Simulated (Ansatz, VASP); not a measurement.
**Two plane-wave programs on Cu**

INCAR

```
PREC = Accurate
ENCUT = 520
EDIFF = 1E-7
ISMEAR = 0
SIGMA = 0.15
LREAL = F
LASPH = T
NELM = 100
ALGO = Normal
ISIF = 2
LWAVE = F
LCHARG = F
GGA = PE
NBANDS = 12
```

Contents of KPOINTS:

```
regular mesh
0
Gamma
  22 22 22
```

POSCAR

```
Cu
1.0
    0.0000000000      1.6629000000      1.8798000000
    1.6629000000      0.0000000000      1.8798000000
    1.6629000000      1.6629000000      0.0000000000
Cu
1
Direct
    0.0000000000      0.0000000000      0.0000000000
```

Input for Ansatz:

```yaml
crystal:
  lattice:
    - [0.0, 1.6629, 1.8798]
    - [1.6629, 0.0, 1.8798]
    - [1.6629, 1.6629, 0.0]
  atoms:
    - { symbol: Cu, position: [0.0, 0.0, 0.0] }
basis:
  ecutwfc: 420
kpoints:
  mp_grid: { grid: [22, 22, 22] }
hamiltonian:
  xc: pbe
scf:
  occupations: { method: gaussian, width: 0.15 }
output:
  forces: true
  stress: true
  eigenvalues: true
```

Change from the starting cell: strain -0.080 along x and y, +0.040 along z, atoms carried along.

Alike in both runs: task single point; functional PBE; k mesh 22 × 22 × 22; occupations gaussian, width 0.15 eV; no spin polarisation.

|  | VASP | Ansatz |
| --- | --- | --- |
| version | VASP 6.6.1 | Ansatz 0.2.0 |
| potentials or method | VASP PAW PBE potentials, release 64 (Cu), cutoff 520 eV | scalar-relativistic, plane waves, PAW |
| valence electrons in the cell | 11 | 19 |

```csv
,VASP,Ansatz,Ansatz less VASP
gap on the k mesh at the Fermi level (eV),none,none,-
pressure (GPa),29.5,29.0,-0.52
"traceless stress, the component that is largest in VASP (GPa)",-10.02,-10.07,-0.051
```

A gap of «none» marks a metal or a gap that the smearing closes. Both programs put the cell under a high pressure, so it lies far from rest at this level. The functional is the same, so the differences come from potentials, cutoffs and numerics. VASP's potentials hold 11 valence electrons a cell and Ansatz's 19, so a difference there can come from the potentials and not from the codes.
